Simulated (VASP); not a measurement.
## Re: single point with LDA

The system is Re.

```
Re
1.0
     0.00000    1.91575    1.97500
     1.91575    0.00000    1.97500
     1.91575    1.91575    0.00000
Re
1
Direct
  0.00000 0.00000 0.00000
```

This cell differs from its parent crystal: equal xx and yy strain of -3 %.

```json
{"Program": "VASP 6.6.1", "Task": "single point", "Functional": "LDA", "Potentials or basis": "VASP PAW LDA potentials, release 64 (Re)", "Cutoff": "520 eV", "k mesh": "14 × 14 × 14", "Occupations": "fermi-dirac, width 0.03 eV", "Spin": "no spin polarisation", "Dipole correction": "no", "Further INCAR settings": "ALGO = Normal; EDIFF = 1e-06; NBANDS = 10"}
```

| Quantity | Value |
| --- | --- |
| Pressure | -1.8 GPa |

Stress tensor (GPa, compression positive):
```
 1.04  0.00  0.00
 0.00  1.04  0.00
 0.00  0.00 -7.52
```

Levels at points of the mesh, in eV from the Fermi level:
| k point | band 2 | band 3 | band 4 | band 5 | band 6 | band 7 |
| --- | --- | --- | --- | --- | --- | --- |
| (0.00, 0.00, 0.00) | -2.28 | -1.82 | -1.82 | 0.94 | 1.58 | 13.99 |
| (0.50, 0.00, 0.00) | -2.44 | -1.96 | 0.38 | 3.77 | 4.03 | 10.23 |
| (0.50, 0.50, 0.00) | -6.06 | 2.57 | 3.88 | 4.66 | 4.66 | 12.81 |
| (0.50, 0.00, 0.50) | -6.10 | 3.21 | 3.80 | 4.43 | 4.94 | 12.06 |

Wall time 12 s on 1 thread of Intel(R) Xeon(R) 6975P-C (Granite Rapids) (shared host), peak memory 0.14 GiB.

Caveat: the cell differs from its parent crystal (equal xx and yy strain of -3 %); spin-orbit coupling is left out, which moves the levels of the heavy elements.
